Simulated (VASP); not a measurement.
Write the native input for VASP 6.6.1 that does the following.

- Task: single point
- Functional: LDA
- Potentials or basis: VASP PAW LDA potentials, release 64 (Cd)
- Cutoff: 520 eV
- k mesh: 15 × 15 × 15
- Occupations: fermi-dirac, width 0.1 eV
- Spin: no spin polarisation
- Dipole correction: no
- Further INCAR settings: ALGO = Normal; EDIFF = 1e-07; NBANDS = 12

The structure of Cd lies in POSCAR:

```
Cd
1.0
   -1.3823325614      1.3823325614      1.3823325614
    1.3823325614     -1.3823325614      1.3823325614
    1.3823325614      1.3823325614     -1.3823325614
Cd
1
Direct
    0.0000000000      0.0000000000      0.0000000000
```

This cell differs from its parent crystal: volume scaled by 0.52.

One way to write it, as run:

INCAR

```
SYSTEM = Cd
PREC = Accurate ; ENCUT = 520
EDIFF = 1E-7 ; ISMEAR = -1
SIGMA = 0.1 ; LREAL = .FALSE.
LASPH = .TRUE. ; NELM = 100
ALGO = Normal ; ISIF = 2
LWAVE = .FALSE. ; LCHARG = .FALSE.
GGA = CA ; NBANDS = 12
```

KPOINTS

```
Automatic mesh
0
G
  15 15 15
  0 0 0
```

Potentials or basis: VASP PAW LDA potentials, release 64 (Cd).

Command:

```sh
$ cat potpaw_LDA.64/Cd/POTCAR > POTCAR
$ mpirun -np 1 vasp_std > vasp.out
```

Results of the run:

```
Pressure               : 274.3 GPa
Band gap on the k mesh : zero (band 6 reaches 15.02 eV, above the bottom of band 7 at 12.65 eV)
```

Run time: 6.8 s on 1 thread of Intel(R) Xeon(R) Platinum 8488C (Sapphire Rapids), on a shared host, peak memory 0.12 GiB.
